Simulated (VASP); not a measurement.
# Ca (I4/mmm) in VASP: single point with PBE

Aim: the single point of Ca with PBE.

Program: VASP 6.6.1. These are calculated values, not measurements. Logs are shortened: lines on timing, memory, paths and dates and some standing lists are left out, and cuts for length are marked.

### 1 The cell of the first run

It takes space group I4/mmm (No. 139, tetragonal). The conventional cell has a = 3.952 Å, b = 3.952 Å, c = 5.253 Å, α = 90.00°, β = 90.00°, γ = 90.00°. Within 5.0 Å of Ca (site symmetry 4/mmm) lie 12 Ca at 3.83 to 3.95 Å.

### 2 Single point, PBE (strain -0.0600 x Voigt [1, 0, 0, 0, 0, 0])

INCAR reads:

```
SYSTEM = Ca
PREC = Accurate
ENCUT = 520
EDIFF = 1E-6
ISMEAR = 0
SIGMA = 0.15
LREAL = .FALSE.
LASPH = .TRUE.
NELM = 80
ALGO = Normal
ISIF = 2
LWAVE = .FALSE.
LCHARG = .FALSE.
GGA = PE
NBANDS = 11
```

KPOINTS reads:

```
regular mesh
0
G
  14 14 14
  0 0 0
```

POSCAR reads:

```
Ca
1.0
    0.0000000000      2.7942000000      2.7942000000
    2.6265480000      0.0000000000      2.7942000000
    2.6265480000      2.7942000000      0.0000000000
Ca
1
Direct
    0.0000000000      0.0000000000      0.0000000000
```

Potentials or basis: VASP PAW PBE potentials, release 64 (Ca_sv).

Launch:

```
$ cat potpaw_PBE.64/Ca_sv/POTCAR > POTCAR
$ mpirun -np 1 vasp_std > vasp.out
```

OUTCAR:

```text
SYSTEM = Ca
   PREC = Accurate
   ENCUT = 520
   EDIFF = 1E-6
   ISMEAR = 0
   LREAL = .FALSE.
   LASPH = .TRUE.
   NELM = 80
   ISIF = 2
   GGA = PE

 ion  position               nearest neighbor table
   1  0.000  0.000  0.000-

  LATTYP: Found a body centered tetragonal cell.
 ALAT       =     3.9515955360
 C/A-ratio  =     1.3293607486

  Lattice vectors:

 A1 = (  -2.6265480000,   0.0000000000,  -2.7942000000)
 A2 = (  -2.6265480000,   0.0000000000,   2.7942000000)
 A3 = (   2.6265480000,   2.7942000000,   0.0000000000)

Analysis of symmetry for initial positions (statically):
=====================================================================
 Subroutine PRICEL returns:
 Original cell was already a primitive cell.

 Routine SETGRP: Setting up the symmetry group for a
 body centered tetragonal supercell.

 Subroutine GETGRP returns: Found 16 space group operations
 (whereof 16 operations were pure point group operations)
 out of a pool of 16 trial point group operations.

The static configuration has the point symmetry D_4h.

Analysis of symmetry for dynamics (positions and initial velocities):
=====================================================================
 Subroutine PRICEL returns:
 Original cell was already a primitive cell.

 Routine SETGRP: Setting up the symmetry group for a
 body centered tetragonal supercell.

 Subroutine GETGRP returns: Found 16 space group operations
 (whereof 16 operations were pure point group operations)
 out of a pool of 16 trial point group operations.

The dynamic configuration has the point symmetry D_4h.

 Subroutine INISYM returns: Found 16 space group operations
 (whereof 16 operations are pure point group operations),
 and found     1 'primitive' translations

----------------------------------------------------------------------------------------

                                     Primitive cell

  volume of cell :      41.0138

  direct lattice vectors                    reciprocal lattice vectors
     0.000000000  2.794200000  2.794200000    -0.190363930  0.178942094  0.178942094
     2.626548000  0.000000000  2.794200000     0.190363930 -0.178942094  0.178942094
     2.626548000  2.794200000  0.000000000     0.190363930  0.178942094 -0.178942094

  length of vectors
     3.951595536  3.834880446  3.834880446     0.316668553  0.316668553  0.316668553

  position of ions in fractional coordinates (direct lattice)
     0.000000000  0.000000000  0.000000000

  ion indices of the primitive-cell ions
   primitive index   ion index
                 1           1

----------------------------------------------------------------------------------------

 KPOINTS: regular mesh

Automatic generation of k-mesh.
 Grid dimensions read from file:
 generate k-points for:   14   14   14

 Generating k-lattice:

  Cartesian coordinates                     Fractional coordinates (reciprocal lattice)
    -0.013597424  0.012781578  0.012781578     0.071428571  0.000000000  0.000000000
     0.013597424 -0.012781578  0.012781578     0.000000000  0.071428571  0.000000000
     0.013597424  0.012781578 -0.012781578     0.000000000  0.000000000  0.071428571

  Length of vectors
     0.022619182  0.022619182  0.022619182

  Shift w.r.t. Gamma in fractional coordinates (k-lattice)
     0.000000000  0.000000000  0.000000000

 Subroutine IBZKPT returns following result:
 ===========================================

 Found    244 irreducible k-points:

 Following reciprocal coordinates:
            Coordinates               Weight
  0.000000  0.000000  0.000000      1.000000
  0.071429  0.000000  0.000000      8.000000
  0.142857  0.000000  0.000000      8.000000
  0.214286 -0.000000 -0.000000      8.000000
  0.285714 -0.000000 -0.000000      8.000000
  0.357143 -0.000000 -0.000000      8.000000
[... 16 lines left out ...]
  0.214286  0.142857 -0.000000     16.000000
  0.285714  0.142857 -0.000000     16.000000
 [... further k-points ...]
   k-points           NKPTS =    244   k-points in BZ     NKDIM =    244   number of bands    NBANDS=     11
   number of dos      NEDOS =    301   number of ions     NIONS =      1
   total plane-waves  NPLWV =  27000
   dimension x,y,z NGX =    30 NGY =   30 NGZ =   30
   dimension x,y,z NGXF=    60 NGYF=   60 NGZF=   60
   ions per type =               1
   NGX,Y,Z   is equivalent  to a cutoff of  12.62, 13.01, 13.01 a.u.
   NGXF,Y,Z  is equivalent  to a cutoff of  25.24, 26.01, 26.01 a.u.
 SYSTEM =  Ca
   PREC   = accura    normal or accurate (medium, high low for compatibility)
   ISTART =      0    job   : 0-new  1-cont  2-samecut
   ICHARG =      2    charge: 1-file 2-atom 10-const
   ISPIN  =      1    spin polarized calculation?
   LNONCOLLINEAR =      F non collinear calculations
   LSORBIT =      F    spin-orbit coupling
   LASPH  =      T    aspherical Exc in radial PAW
   ENCUT  =  520.0 eV  38.22 Ry    6.18 a.u.   7.35  7.13  7.13*2*pi/ulx,y,z
   NELM   =     80;   NELMIN=  2; NELMDL= -5     # of ELM steps
   EDIFF  = 0.1E-05   stopping-criterion for ELM
   LREAL  =      F    real-space projection
   EDIFFG = 0.1E-04   stopping-criterion for IOM
   NSW    =      0    number of steps for IOM
   IBRION =     -1    ionic relax: 0-MD 1-quasi-New 2-CG
   NFREE  =      0    steps in history (QN), initial steepest desc. (CG)
   ISIF   =      2    stress and relaxation
   ISYM   =      2    0-nonsym 1-usesym 2-fastsym
   POTIM  = 0.5000    time-step for ionic-motion
   TEBEG  =    0.0;   TEEND  =   0.0 temperature during run
   PSTRESS=    0.0 pullay stress
   NELECT =      10.0000    total number of electrons
   NUPDOWN=      -1.0000    fix difference up-down
   EMIN   =  10.00;   EMAX   =-10.00  energy-range for DOS
   EFERMI =   0.00;   METHOD = LEGACY
   ISMEAR =     0;   SIGMA  =   0.15  broadening in eV -4-tet -1-fermi 0-gaus
   EFERMI_NEDOS =   21; number of points for ismear=-14 and -15
   IALGO  =     38    algorithm
   IMIX   =      4    mixing-type and parameters
     AMIX     =   0.40;   BMIX     =  1.00
     AMIX_MAG =   1.60;   BMIX_MAG =  1.00
  volume/ion in A,a.u.               =      41.01       276.77
  Fermi-wavevector in a.u.,A,eV,Ry     =   1.022739  1.932696 14.231621  1.045995
  Thomas-Fermi vector in A             =   2.156434
   LORBIT       =      0    0 simple, 1 ext, 2 COOP (PROOUT), +10 PAW based schemes
   GGA     = PE    functional components
   LHFCALC =     F    Hartree Fock is set to
   AEXX    =    0.0000 exact exchange contribution
   IVDW    =     0    specifies the selected vdW correction
   LEPSILON=     F    determine dielectric tensor
   LRPA    =     F    only Hartree local field effects (RPA)
 non-spin polarized calculation
 Gauss-broadening in eV      SIGMA  =   0.15
  energy-cutoff  :      520.00
  volume of cell :       41.01
 maximum number of plane-waves:      1125
 NGX is ok and might be reduce to    30
   NGX = 15   NGY = 15   NGZ = 15

 number of electron      10.0000001 magnetization

 Free energy of the ion-electron system (eV)
  ---------------------------------------------------
  ext. energy  EPLUGINS =         0.00000000
  ---------------------------------------------------
  free energy    TOTEN  =        -1.93335669 eV

  energy without entropy =       -1.91839623  energy(sigma->0) =       -1.92587646

 E-fermi :   2.0754     XC(G=0):  -7.8241

 val. band max:        2.0696115367   @ k =  -0.2143   0.4286   0.3571
 cond. band min:       2.0793883640   @ k =   0.2143  -0.4286   0.0714
 fundamental gap:      0.0097768273
 Fermi energy:         2.0753977909

 k-point     1 :       0.0000    0.0000    0.0000
  band No.  band energies     occupation
      1     -39.8764      2.00000
      2     -20.7913      2.00000
      3     -20.7913      2.00000
      4     -20.7856      2.00000
      5      -2.0016      2.00000
      6       4.3721      0.00000
      7       4.3721      0.00000
      8       4.6412      0.00000
      9       5.3662      0.00000
     10       5.7125      0.00000
     11      11.3525      0.00000

 k-point     2 :       0.0714    0.0000    0.0000
  band No.  band energies     occupation
      1     -39.8757      2.00000
      2     -20.7977      2.00000
      3     -20.7927      2.00000
      4     -20.7877      2.00000
      5      -1.9119      2.00000
      6       4.3140      0.00000
      7       4.4044      0.00000
      8       4.6366      0.00000
      9       5.3431      0.00000
     10       5.6757      0.00000
     11      11.4644      0.00000

 k-point     3 :       0.1429    0.0000    0.0000
  band No.  band energies     occupation
      1     -39.8735      2.00000
      2     -20.8189      2.00000
      3     -20.7966      2.00000
      4     -20.7902      2.00000
      5      -1.6474      2.00000
      6       4.0853      0.00000
      7       4.4688      0.00000
      8       4.6864      0.00000
      9       5.3173      0.00000
     10       5.5982      0.00000
     11      11.3407      0.00000

 k-point     4 :       0.2143   -0.0000   -0.0000
  band No.  band energies     occupation
      1     -39.8704      2.00000
      2     -20.8499      2.00000
      3     -20.8022      2.00000
      4     -20.7932      2.00000
      5      -1.2225      2.00000
      6       3.7237      0.00000
      7       4.4752      0.00000
      8       4.7439      0.00000
      9       5.4020      0.00000
     10       5.5747      0.00000
     11      10.2275      0.00000

 k-point     5 :       0.2857   -0.0000   -0.0000
  band No.  band energies     occupation
      1     -39.8669      2.00000
      2     -20.8842      2.00000
      3     -20.8085      2.00000
      4     -20.7964      2.00000
      5      -0.6625      2.00000
      6       3.2928      0.00000
      7       4.3877      0.00000
      8       4.7146      0.00000
      9       5.6452      0.00000
     10       5.6954      0.00000
     11       9.1519      0.00000
[... 211 lines left out ...]
 k-point    21 :      -0.0714    0.0714    0.0000
  band No.  band energies     occupation
      1     -39.8744      2.00000
      2     -20.8086      2.00000
      3     -20.7968      2.00000
      4     -20.7892      2.00000
      5      -1.7590      2.00000
      6       4.2074      0.00000
      7       4.4436      0.00000
      8       4.6371      0.00000
      9       5.3352      0.00000
     10       5.6153      0.00000
     11      11.5930      0.00000

 k-point    22 :       0.1429    0.1429    0.0000
  band No.  band energies     occupation
      1     -39.8728      2.00000
      2     -20.8195      2.00000
      3     -20.7990      2.00000
      4     -20.7970      2.00000
      5      -1.5503      2.00000
      6       3.9656      0.00000
      7       4.6033      0.00000
      8       4.8073      0.00000
      9       4.9671      0.00000
     10       5.7396      0.00000
     11      11.9219      0.00000

 k-point    23 :       0.2143    0.1429   -0.0000
  band No.  band energies     occupation
      1     -39.8705      2.00000
      2     -20.8386      2.00000
      3     -20.8035      2.00000
      4     -20.8019      2.00000
      5      -1.2477      2.00000
      6       3.7540      0.00000
      7       4.5834      0.00000
      8       4.8213      0.00000
      9       4.9785      0.00000
     10       5.7834      0.00000
     11      11.2615      0.00000

 k-point    24 :       0.2857    0.1429   -0.0000
  band No.  band energies     occupation
      1     -39.8675      2.00000
      2     -20.8653      2.00000
      3     -20.8101      2.00000
      4     -20.8063      2.00000
      5      -0.7943      2.00000
      6       3.4750      0.00000
      7       4.3175      0.00000
      8       4.8630      0.00000
      9       5.2340      0.00000
     10       5.8823      0.00000
     11      10.0560      0.00000

 [... further k-points ...]

------------------------ aborting loop because EDIFF is reached ----------------------------------------

  FORCE on cell =-STRESS in cart. coord.  units (eV):
  Direction    XX          YY          ZZ          XY          YZ          ZX
  --------------------------------------------------------------------------------------
  -------------------------------------------------------------------------------------
  Total        0.1865342      0.1021816      0.1021816     -0.0000000      0.0000000      0.0000000
  in kB        7.2868333      3.9916541      3.9916541     -0.0000000      0.0000000      0.0000000
  external PRESSURE =       5.0900472 kB  Pullay stress =       0.0000000 kB

 VOLUME and BASIS-vectors are now :
 -----------------------------------------------------------------------------
  energy-cutoff  :      520.00
  volume of cell :       41.01
      direct lattice vectors                 reciprocal lattice vectors
     0.000000000  2.794200000  2.794200000    -0.190363930  0.178942094  0.178942094
     2.626548000  0.000000000  2.794200000     0.190363930 -0.178942094  0.178942094
     2.626548000  2.794200000  0.000000000     0.190363930  0.178942094 -0.178942094

 POSITION                                       TOTAL-FORCE (eV/Angst)
 -----------------------------------------------------------------------------------
      0.00000      0.00000      0.00000         0.000000      0.000000     -0.000000
 -----------------------------------------------------------------------------------
    total drift:                               -0.000000     -0.000000      0.000000

  FREE ENERGIE OF THE ION-ELECTRON SYSTEM (eV)
  ---------------------------------------------------
  free  energy   TOTEN  =        -1.9333566875 eV

  energy  without entropy=       -1.9183962295  energy(sigma->0) =       -1.92587646
```

It took 94 s on 1 thread of Intel Xeon Platinum 8375C at 2.90GHz (Ice Lake), shared host; peak memory 0.24 GiB.

What came out:

- Free energy: -1.9334 eV
- Pressure: 0.5 GPa
- Band gap on the k mesh: zero (band 5 reaches 2.23 eV, above the bottom of band 6 at 1.94 eV)

Caveat: the cell differs from its parent crystal (strain -0.0600 x Voigt [1, 0, 0, 0, 0, 0]).
